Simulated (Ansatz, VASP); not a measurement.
**PbI2: VASP beside Ansatz**

```
Pb I
1.0
     4.62541    0.00000    0.00000
    -2.31270    4.00572    0.00000
     0.00000    0.00000    7.21718
Pb I
1 2
Direct
  0.00000 0.00000 0.00000
  0.66667 0.33333 0.74069
  0.33333 0.66667 0.25931
```

Change from the starting cell: volume scaled by 1, PAW files.

Alike in both runs: task electric field gradients; functional PBE; k mesh 7 × 7 × 4; occupations fermi-dirac, width 0.03 eV; no spin polarisation.

```csv
,VASP,Ansatz
version,VASP 6.6.1,Ansatz 0.2.0
potentials or method,"VASP PAW PBE potentials, release 64 (Pb_d, I)","PAW with Ansatz's default frozen-core files, scalar-relativistic"
plane-wave cutoff (eV),400,420
valence electrons in the cell,28,48
```

VASP gave:

| Item | Value |
| --- | --- |
| gap on the k mesh at the Fermi level (eV) | 2.32 |
| pressure (GPa) | 0.5 |
| size of Vzz on the site where it differs most (V/Å²) | 16.6 |

Q: What did Ansatz give for the same quantities?

A: gap on the k mesh at the Fermi level (eV): 2.32; pressure (GPa): 0.5; size of Vzz on the site where it differs most (V/Å²): 17.0.

With one functional, cell and mesh, what is left measures potentials, basis and numerics. VASP's potentials hold 28 valence electrons a cell and Ansatz's 48, so a difference there can come from the potentials and not from the codes.

Spin-orbit coupling is off throughout.
